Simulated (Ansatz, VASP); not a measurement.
**Re: VASP beside Ansatz**

File INCAR:

```
SYSTEM = Re
PREC = Accurate
ENCUT = 560
EDIFF = 1E-6
ISMEAR = -1
SIGMA = 0.1
LREAL = .FALSE.
LASPH = .TRUE.
NELM = 120
ALGO = Normal
ISIF = 2
LWAVE = .FALSE.
LCHARG = .FALSE.
GGA = CA
NBANDS = 22
GGA_COMPAT = .FALSE.
```

The input KPOINTS:

```
regular mesh
0
G
  11 11 6
  0 0 0
```

File POSCAR:

```
Re
1.0
    2.7391880258      0.0000000000      0.0000000000
   -1.3695940129      2.3722064161      0.0000000000
    0.0000000000      0.0000000000      4.4118668232
Re
2
Direct
    0.3333333333      0.6666666667      0.2500000000
    0.6666666667      0.3333333333      0.7500000000
```

Input for Ansatz:

```yaml
crystal:
  lattice:
    - [2.7391880258, 0.0, 0.0]
    - [-1.3695940129, 2.3722064161, 0.0]
    - [0.0, 0.0, 4.4118668232]
  atoms:
    - { symbol: Re, position: [0.3333333333, 0.6666666667, 0.25] }
    - { symbol: Re, position: [0.6666666667, 0.3333333333, 0.75] }
hamiltonian:
  xc: lda
  pseudopotentials:
    kind: paw
    azcp:
      Re: "pseudopotentials/Re.paw.azcp"
basis:
  ecutwfc: 420
  fft_grid_basis: typed
kpoints:
  mp_grid: { grid: [11, 11, 6], shift: [0, 0, 0] }
magnetization:
  spin_polarized: false
scf:
  occupations: { method: fermi_dirac, width: 0.1 }
  lower_state_search: "off"
output:
  stress: true
```

Alike in both runs: task single point; functional LDA; k mesh 11 × 11 × 6; occupations fermi-dirac, width 0.1 eV; no spin polarisation.

|  | VASP | Ansatz |
| --- | --- | --- |
| version | VASP 6.6.1 | Ansatz 0.2.0 |
| potentials or method | VASP PAW LDA potentials, release 64 (Re_sv_GW), cutoff 560 eV | plane waves (420 eV) with PAW, scalar-relativistic |
| valence electrons in the cell | 30 | 30 |

```tsv
	VASP	Ansatz	Ansatz less VASP
pressure (GPa)	0.0	0.1	+0.06
traceless stress, the component that is largest in VASP (GPa)	0.37	0.44	+0.066
```

Ansatz warns that its potentials were made for another functional, while VASP's fit it. LDA's correlation is that of Perdew and Zunger in VASP and of Perdew and Wang (1992) in Ansatz.

Neither program's run includes spin-orbit coupling.
